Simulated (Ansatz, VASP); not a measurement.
Two plane-wave programs on SiNi3

```
Si Ni
1.0
     3.46125    0.00000    0.00000
     0.00000    3.46125    0.00000
     0.00000    0.00000    3.37471
Si Ni
1 3
Direct
  0.00000 0.00000 0.00000
  0.00000 0.50000 0.50000
  0.50000 0.00000 0.50000
  0.50000 0.50000 0.00000
```

Change from the starting cell: strain +0.000 along x and y, -0.025 along z, atoms carried along.

Alike in both runs: task single point; functional PBEsol; k mesh 14 × 14 × 14; occupations gaussian, width 0.15 eV; no spin polarisation.

```csv
,VASP,Ansatz
version,VASP 6.6.1,Ansatz 0.2.0
potentials or method,"VASP PAW PBE potentials, release 64 (Si, Ni), cutoff 520 eV","scalar-relativistic, plane waves, PAW"
valence electrons in the cell,34,58
```

VASP gave:

```
gap on the k mesh at the Fermi level (eV)                     : none
pressure (GPa)                                                : 6.6
traceless stress, the component that is largest in VASP (GPa) : 2.93
```

Q: Which values does Ansatz return?

A: gap on the k mesh at the Fermi level (eV): none; pressure (GPa): 6.5; traceless stress, the component that is largest in VASP (GPa): 2.99.

VASP's potentials were made for PBE, not for PBEsol. A gap of «none» marks a metal or a gap that the smearing closes. With one functional, cell and mesh, what is left measures potentials, basis and numerics. VASP's potentials hold 34 valence electrons a cell and Ansatz's 58, so a difference there can come from the potentials and not from the codes.
